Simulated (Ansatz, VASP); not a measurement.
**One calculation of Zr3Ag, two programs**

```
Zr Ag
1.0
     4.58117    0.00000    0.00000
     0.00000    4.58117    0.00000
     0.00000    0.00000    3.99924
Zr Ag
3 1
Direct
  0.50000 0.50000 0.00000
  0.00000 0.50000 0.50000
  0.50000 0.00000 0.50000
  0.00000 0.00000 0.00000
```

Change from the starting cell: volume scaled by 1.01, crystal datasets.

Alike in both runs: task electric field gradients; functional LDA; k mesh 7 × 7 × 8; occupations fermi-dirac, width 0.05 eV; no spin polarisation.

|  | VASP | Ansatz |
| --- | --- | --- |
| version | VASP 6.6.1 | Ansatz 0.2.0 |
| potentials or method | VASP PAW LDA potentials, release 64 (Zr_sv, Ag), cutoff 520 eV | all-electron PAW with datasets made for the crystal, scalar-relativistic |

```tsv
	VASP	Ansatz	Ansatz less VASP
pressure (GPa)	-5.7	-5.9	-0.13
traceless stress, the component that is largest in VASP (GPa)	1.66	1.68	+0.021
size of Vzz on the site where it differs most (V/Å²)	36.3	29.6	-6.64
```

LDA's correlation is that of Perdew and Zunger in VASP and of Perdew and Wang (1992) in Ansatz. Ansatz ran all-electron here, and VASP with PAW potentials.
